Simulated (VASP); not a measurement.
The system is NaF.

```xyz
2
Lattice="0.0000 2.2972 2.2972 2.2972 0.0000 2.2972 2.2972 2.2972 0.0000" Properties=species:S:1:pos:R:3 pbc="T T T"
Na    0.0000    0.0000    0.0000
F     2.2972    2.2972    2.2972
```

Base run:

| Item | Value |
| --- | --- |
| Program | VASP 6.6.1 |
| Functional | PBE0 |
| Potentials or basis | VASP PAW PBE potentials, release 64 (Na_pv, F) |
| Cutoff | 520 eV |
| k mesh | 6 × 6 × 6 |
| Occupations | gaussian, width 0.01 eV |
| Spin | no spin polarisation |

Its results: band gap on the k mesh 9.38 eV; pressure 1.6 GPa.

Q: After a change of settings the same cell gave: band gap on the k mesh 8.60 eV; pressure 1.6 GPa. Which change was it?
A. functional from PBE0 to HSE06
B. functional from PBE0 to PBE
C. functional from PBE0 to r2SCAN

A: A.

Caveats: the PAW data sets were made with another functional, which shifts forces and pressure a little.
